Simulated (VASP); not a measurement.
# KCl (Fm-3m) in VASP: notebook

KCl is run at these levels: r2SCAN; tasks: relaxation of cell and atoms, single point.

All numbers are computed with VASP 6.6.1; they aren't measurements. Logs are shortened: lines on timing, memory, paths and dates and some standing lists are left out, and cuts for length are marked.

**1. The cell of the first run**

The structure is cubic, space group Fm-3m (No. 225). Conventional cell: a = 6.293 Å, b = 6.293 Å, c = 6.293 Å, α = 90.00°, β = 90.00°, γ = 90.00°. Within 4.1 Å of K (site symmetry m-3m) lie 6 Cl at 3.15 Å. Within 4.1 Å of Cl (site symmetry m-3m) lie 6 K at 3.15 Å.

**2. Relaxation of cell and atoms, r2SCAN**

POSCAR

```
KCl
1.0
    3.1464700000      3.1464700000      0.0000000000
   -3.1464700000      3.1464700000      0.0000000000
    0.0000000000      3.1464700000      3.1464700000
K Cl
1 1
Direct
    0.0000000000      0.0000000000      0.0000000000
    0.5000000000      0.5000000000      0.0000000000
```

INCAR.step1

```
  PREC = Accurate
  ENCUT = 600
  ISMEAR = -1
  SIGMA = 0.08
  LREAL = F
  LASPH = T
  NELM = 100
  GGA = PE
  ALGO = Normal
  EDIFF = 1E-4
  LWAVE = T
  LCHARG = F
```

INCAR.step2

```
  PREC = Accurate
  ENCUT = 600
  EDIFF = 1E-6
  ISMEAR = -1
  SIGMA = 0.08
  LREAL = F
  LASPH = T
  NELM = 100
  ALGO = Normal
  ISIF = 3
  LWAVE = F
  LCHARG = F
  METAGGA = R2SCAN
  LMIXTAU = T
  IBRION = 2
  NSW = 100
  EDIFFG = -0.002
  ISTART = 1
```

KPOINTS

```
regular mesh
0
Gamma
  10 10 10
```

Potentials or basis: VASP PAW PBE potentials, release 64 (K_sv, Cl).

Launch:

```
$ cat potpaw_PBE.64/K_sv/POTCAR potpaw_PBE.64/Cl/POTCAR > POTCAR
$ cp INCAR.step1 INCAR
$ mpirun -np 1 vasp_std > vasp.out
$ cp INCAR.step2 INCAR
$ mpirun -np 1 vasp_std > vasp.out
```

OUTCAR:

```text
PREC = Accurate
   ENCUT = 600
   EDIFF = 1E-6
   ISMEAR = -1
   LREAL = F
   LASPH = T
   NELM = 100
   ISIF = 3
   METAGGA = R2SCAN
   IBRION = 2
   NSW = 100
   EDIFFG = -0.002
   ISTART = 1

 ion  position               nearest neighbor table
   1  0.000  0.000  0.000-   2 3.15   2 3.15   2 3.15   2 3.15   2 3.15   2 3.15
   2  0.500  0.500  0.000-   1 3.15   1 3.15   1 3.15   1 3.15   1 3.15   1 3.15

  LATTYP: Found a face centered cubic cell.
 ALAT       =     6.2929400000

  Lattice vectors:

 A1 = (   0.0000000000,   3.1464700000,   3.1464700000)
 A2 = (   3.1464700000,   0.0000000000,   3.1464700000)
 A3 = (   3.1464700000,   3.1464700000,   0.0000000000)

Analysis of symmetry for initial positions (statically):
=====================================================================
 Subroutine PRICEL returns:
 Original cell was already a primitive cell.

 Routine SETGRP: Setting up the symmetry group for a
 face centered cubic supercell.

 Subroutine GETGRP returns: Found 48 space group operations
 (whereof 48 operations were pure point group operations)
 out of a pool of 48 trial point group operations.

The static configuration has the point symmetry O_h .

Analysis of symmetry for dynamics (positions and initial velocities):
=====================================================================
 Subroutine PRICEL returns:
 Original cell was already a primitive cell.

 Routine SETGRP: Setting up the symmetry group for a
 face centered cubic supercell.

 Subroutine GETGRP returns: Found 48 space group operations
 (whereof 48 operations were pure point group operations)
 out of a pool of 48 trial point group operations.

The dynamic configuration has the point symmetry O_h .

 Subroutine INISYM returns: Found 48 space group operations
 (whereof 48 operations are pure point group operations),
 and found     1 'primitive' translations

----------------------------------------------------------------------------------------

                                     Primitive cell

  volume of cell :      62.3018

  direct lattice vectors                    reciprocal lattice vectors
     3.146470000  3.146470000  0.000000000     0.158908237  0.158908237 -0.158908237
    -3.146470000  3.146470000  0.000000000    -0.158908237  0.158908237 -0.158908237
     0.000000000  3.146470000  3.146470000     0.000000000  0.000000000  0.317816474
[... 97 lines left out ...]
   EMIN   =  10.00;   EMAX   =-10.00  energy-range for DOS
   EFERMI =   0.00;   METHOD = LEGACY
   ISMEAR =    -1;   SIGMA  =   0.08  broadening in eV -4-tet -1-fermi 0-gaus
   EFERMI_NEDOS =   21; number of points for ismear=-14 and -15
   IALGO  =     38    algorithm
   IMIX   =      4    mixing-type and parameters
     AMIX     =   0.40;   BMIX     =  1.00
     AMIX_MAG =   1.60;   BMIX_MAG =  1.00
  volume/ion in A,a.u.               =      31.15       210.22
  Fermi-wavevector in a.u.,A,eV,Ry     =   1.040594  1.966437 14.732871  1.082835
  Thomas-Fermi vector in A             =   2.175177
   LORBIT       =      0    0 simple, 1 ext, 2 COOP (PROOUT), +10 PAW based schemes
   METAGGA = R2SCAN    functional components
   LHFCALC =     F    Hartree Fock is set to
   AEXX    =    0.0000 exact exchange contribution
   IVDW    =     0    specifies the selected vdW correction
   LEPSILON=     F    determine dielectric tensor
   LRPA    =     F    only Hartree local field effects (RPA)
 conjugate gradient relaxation of ions
 non-spin polarized calculation
  energy-cutoff  :      600.00
  volume of cell :       62.30
 maximum number of plane-waves:      2102
   NGX = 17   NGY = 17   NGZ = 17

--------------------------------------- Ionic step        1  -------------------------------------------

 number of electron      16.0000001 magnetization

 Free energy of the ion-electron system (eV)
  ---------------------------------------------------
  ext. energy  EPLUGINS =         0.00000000
  ---------------------------------------------------
  free energy    TOTEN  =       -16.50775123 eV

  energy without entropy =      -16.50775123  energy(sigma->0) =      -16.50775123

------------------------ aborting loop because EDIFF is reached ----------------------------------------

  FORCE on cell =-STRESS in cart. coord.  units (eV):
  Direction    XX          YY          ZZ          XY          YZ          ZX
  --------------------------------------------------------------------------------------
  -------------------------------------------------------------------------------------
  Total        0.0070556      0.0070556      0.0070556     -0.0000000     -0.0000000      0.0000000
  in kB        0.1814432      0.1814432      0.1814432     -0.0000000     -0.0000000      0.0000000
  external PRESSURE =       0.1814432 kB  Pullay stress =       0.0000000 kB
[... 95 lines left out ...]
--------------------------------------- Ionic step        4  -------------------------------------------

 number of electron      16.0000001 magnetization

 Free energy of the ion-electron system (eV)
  ---------------------------------------------------
  ext. energy  EPLUGINS =         0.00000000
  ---------------------------------------------------
  free energy    TOTEN  =       -16.50775441 eV

  energy without entropy =      -16.50775441  energy(sigma->0) =      -16.50775441

 E-fermi :  -0.5059     XC(G=0):  -7.9479

 val. band max:       -2.2695048949   @ k =   0.0000   0.0000   0.0000
 cond. band min:       3.5558559708   @ k =   0.0000   0.0000   0.0000
 fundamental gap:      5.8253608658
 Fermi energy:        -0.5059361773

 k-point     1 :       0.0000    0.0000    0.0000
  band No.  band energies     occupation
      1     -30.5408      2.00000
      2     -14.9375      2.00000
      3     -13.2325      2.00000
      4     -13.2325      2.00000
      5     -13.2325      2.00000
      6      -2.2695      2.00000
      7      -2.2695      2.00000
      8      -2.2695      2.00000
      9       3.5559      0.00000
     10       6.7640      0.00000
     11       6.7640      0.00000
     12       6.7640      0.00000
[... 331 lines left out ...]
 k-point    24 :       0.4000    0.3000    0.0000
  band No.  band energies     occupation
      1     -30.5281      2.00000
      2     -14.9623      2.00000
      3     -13.3269      2.00000
      4     -13.2626      2.00000
      5     -13.1497      2.00000
      6      -2.9543      2.00000
      7      -2.7607      2.00000
      8      -2.5723      2.00000
      9       5.8070      0.00000
     10       7.0523      0.00000
     11       8.3709      0.00000
     12       8.6273      0.00000

 [... further k-points ...]
[... 5 lines left out ...]
  --------------------------------------------------------------------------------------
  -------------------------------------------------------------------------------------
  Total       -0.0009557     -0.0009557     -0.0009557      0.0000000      0.0000000      0.0000000
  in kB       -0.0245471     -0.0245471     -0.0245471      0.0000000      0.0000000      0.0000000
  external PRESSURE =      -0.0245471 kB  Pullay stress =       0.0000000 kB
[... 17 lines left out ...]
  FREE ENERGIE OF THE ION-ELECTRON SYSTEM (eV)
  ---------------------------------------------------
  free  energy   TOTEN  =       -16.5077544083 eV

  energy  without entropy=      -16.5077544082  energy(sigma->0) =      -16.50775441

 reached required accuracy - stopping structural energy minimisation
```

OUTCAR.step1:

```text
PREC = Accurate
   ENCUT = 600
   ISMEAR = -1
   LREAL = F
   LASPH = T
   NELM = 100
[... 578 lines left out ...]
 -----------------------------------------------------------------------------------
      0.00000      0.00000      0.00000         0.000000      0.000000      0.000000
      0.00000      3.14647      0.00000        -0.000000     -0.000000      0.000000
 -----------------------------------------------------------------------------------
    total drift:                               -0.000000      0.000000     -0.000000

  FREE ENERGIE OF THE ION-ELECTRON SYSTEM (eV)
  ---------------------------------------------------
  free  energy   TOTEN  =        -6.8041967784 eV

  energy  without entropy=       -6.8041967784  energy(sigma->0) =       -6.80419678
```

Run time: 2.7 min. Hardware: 1 thread of Intel Xeon 6975P-C (Granite Rapids), shared host; peak memory 0.25 GiB.

What came out:

* Free energy: -16.5078 eV
* Relaxed volume: 31.19 Å³/atom
* Relaxed cell: a = 4.452 Å, b = 4.452 Å, c = 4.452 Å, α = 60.00°, β = 60.00°, γ = 90.00°
* Space group after relaxing (to 0.05 Å): Fm-3m (No. 225)
* Energy gained by relaxing: 0.0 meV/atom
* Ionic steps: 4
* Pressure after relaxing: 0.0 GPa
* Band gap on the k mesh: 5.83 eV, direct

Final structure:
```yaml
crystal:
  lattice:
    - [3.14779, 3.14779, 0.00000]
    - [-3.14779, 3.14779, 0.00000]
    - [0.00000, 3.14779, 3.14779]
  atoms:
    - { symbol: K, position: [0.00000, 0.00000, 0.00000] }
    - { symbol: Cl, position: [0.50000, 0.50000, 0.00000] }
```

Caveat: the PAW data sets were made with another functional, which shifts forces and pressure a little. A k mesh can miss the band edges.

**3. Single point, r2SCAN**

This run uses another cell than the first one, of 22.20 Å³/atom, 0.713 times its volume.

POSCAR

```
KCl
1.0
    2.8104260452      2.8104260452      0.0000000000
   -2.8104260452      2.8104260452      0.0000000000
    0.0000000000      2.8104260452      2.8104260452
K Cl
1 1
Direct
    0.0000000000      0.0000000000      0.0000000000
    0.5000000000      0.5000000000      0.0000000000
```

INCAR.step1

```
SYSTEM = KCl
PREC     = Accurate       ! precision mode
ENCUT    = 520            ! plane-wave cutoff, eV
ISMEAR   = 0              ! smearing method
SIGMA    = 0.01           ! smearing width, eV
LREAL    = .FALSE.        ! projectors in reciprocal space
LASPH    = .TRUE.         ! aspherical terms in the spheres
NELM     = 60             ! most SCF steps
NBANDS   = 15             ! bands
GGA      = PE             ! functional
ALGO     = Normal         ! electronic algorithm
EDIFF    = 1E-4           ! SCF threshold, eV
LWAVE    = .TRUE.         ! write WAVECAR
LCHARG   = .FALSE.        ! write CHGCAR
```

INCAR.step2

```
SYSTEM = KCl
PREC     = Accurate       ! precision mode
ENCUT    = 520            ! plane-wave cutoff, eV
EDIFF    = 1E-7           ! SCF threshold, eV
ISMEAR   = 0              ! smearing method
SIGMA    = 0.01           ! smearing width, eV
LREAL    = .FALSE.        ! projectors in reciprocal space
LASPH    = .TRUE.         ! aspherical terms in the spheres
NELM     = 60             ! most SCF steps
ALGO     = Normal         ! electronic algorithm
ISIF     = 2              ! what is computed and relaxed
LWAVE    = .FALSE.        ! write WAVECAR
LCHARG   = .FALSE.        ! write CHGCAR
METAGGA  = R2SCAN         ! meta-GGA
LMIXTAU  = .TRUE.       
NBANDS   = 15             ! bands
ISTART   = 1
```

KPOINTS

```
regular mesh
0
G
  6 6 6
  0 0 0
```

Potentials or basis: VASP PAW PBE potentials, release 64 (K_sv, Cl).

Launch:

```
$ cat potpaw_PBE.64/K_sv/POTCAR potpaw_PBE.64/Cl/POTCAR > POTCAR
$ cp INCAR.step1 INCAR
$ mpirun -np 1 vasp_std > vasp.out
$ cp INCAR.step2 INCAR
$ mpirun -np 1 vasp_std > vasp.out
```

OUTCAR:

```text
SYSTEM = KCl
   PREC = Accurate
   ENCUT = 520
   EDIFF = 1E-7
   ISMEAR = 0
   LREAL = .FALSE.
   LASPH = .TRUE.
   NELM = 60
   ISIF = 2
   METAGGA = R2SCAN
   ISTART = 1

 ion  position               nearest neighbor table
   1  0.000  0.000  0.000-   2 2.81   2 2.81   2 2.81   2 2.81   2 2.81   2 2.81
   2  0.500  0.500  0.000-   1 2.81   1 2.81   1 2.81   1 2.81   1 2.81   1 2.81

  LATTYP: Found a face centered cubic cell.
 ALAT       =     5.6208520904

  Lattice vectors:

[... 466 lines left out ...]

  FORCE on cell =-STRESS in cart. coord.  units (eV):
  Direction    XX          YY          ZZ          XY          YZ          ZX
  --------------------------------------------------------------------------------------
  -------------------------------------------------------------------------------------
  Total        4.1837839      4.1837839      4.1837839      0.0000000     -0.0000000     -0.0000000
  in kB      150.9848414    150.9848414    150.9848414      0.0000000     -0.0000000     -0.0000000
  external PRESSURE =     150.9848414 kB  Pullay stress =       0.0000000 kB

 VOLUME and BASIS-vectors are now :
 -----------------------------------------------------------------------------
  energy-cutoff  :      520.00
  volume of cell :       44.40
      direct lattice vectors                 reciprocal lattice vectors
     2.810426045  2.810426045  0.000000000     0.177908969  0.177908969 -0.177908969
    -2.810426045  2.810426045  0.000000000    -0.177908969  0.177908969 -0.177908969
     0.000000000  2.810426045  2.810426045     0.000000000  0.000000000  0.355817938

 POSITION                                       TOTAL-FORCE (eV/Angst)
 -----------------------------------------------------------------------------------
      0.00000      0.00000      0.00000        -0.000000      0.000000      0.000000
      0.00000      2.81043      0.00000         0.000000     -0.000000      0.000000
 -----------------------------------------------------------------------------------
    total drift:                               -0.000000      0.000000      0.000000

  FREE ENERGIE OF THE ION-ELECTRON SYSTEM (eV)
  ---------------------------------------------------
  free  energy   TOTEN  =       -15.8944262160 eV

  energy  without entropy=      -15.8944262160  energy(sigma->0) =      -15.89442622
```

OUTCAR.step1:

```text
SYSTEM = KCl
   PREC = Accurate
   ENCUT = 520
   ISMEAR = 0
   LREAL = .FALSE.
   LASPH = .TRUE.
[... 499 lines left out ...]
      0.00000      0.00000      0.00000        -0.000000      0.000000      0.000000
      0.00000      2.81043      0.00000         0.000000     -0.000000      0.000000
 -----------------------------------------------------------------------------------
    total drift:                               -0.000000      0.000000      0.000000

  FREE ENERGIE OF THE ION-ELECTRON SYSTEM (eV)
  ---------------------------------------------------
  free  energy   TOTEN  =        -6.1011255193 eV

  energy  without entropy=       -6.1011255193  energy(sigma->0) =       -6.10112552
```

Wall time 73 s (1 thread of AMD EPYC 7R43 (Zen 3), shared host); peak memory 0.14 GiB.

What came out:

- Free energy: -15.8944 eV
- Pressure: 15.1 GPa
- Band gap on the k mesh: 6.42 eV, indirect (least direct gap 6.67 eV)

Caveat: the PAW data sets were made with another functional, which shifts forces and pressure a little. A k mesh can miss the band edges.

[end of part 1 of 2]
